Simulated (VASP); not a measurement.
Rb: single point with r2SCANh+D4

The system is Rb.

```xyz
1
Lattice="-2.8025 2.8025 2.8025 2.8025 -2.8025 2.8025 2.8025 2.8025 -2.8025" Properties=species:S:1:pos:R:3 pbc="T T T"
Rb    0.0000    0.0000    0.0000
```

```json
{
  "Program": "VASP 6.6.1",
  "Task": "single point",
  "Functional": "r2SCANh",
  "Dispersion": "D4",
  "Potentials or basis": "VASP PAW PBE potentials, release 64 (Rb_sv)",
  "Cutoff": "440 eV",
  "k mesh": "5 × 5 × 5",
  "Occupations": "fermi-dirac, width 0.15 eV",
  "Spin": "non-collinear spin, zero start, spin-orbit coupling",
  "Starting moments": "[[0.0, 0.0, 0.0]] μB"
}
```

```yaml
Pressure: 0.2 GPa
Net_moment: 0.00 μB per cell
Valence_electrons_inside_the_program's_atomic_spheres: Rb 7.37
Dispersion_energy_per_atom: -0.027 eV
```

Moments on the atoms (μB; x, y, z):
```
Rb  0.00 0.00 0.00
```

Wall time 73 min on 1 thread of Intel(R) Xeon(R) Platinum 8488C (Sapphire Rapids), on a shared host, peak memory 0.48 GiB.

Caveat: the PAW data sets were made with another functional, which shifts forces and pressure a little.
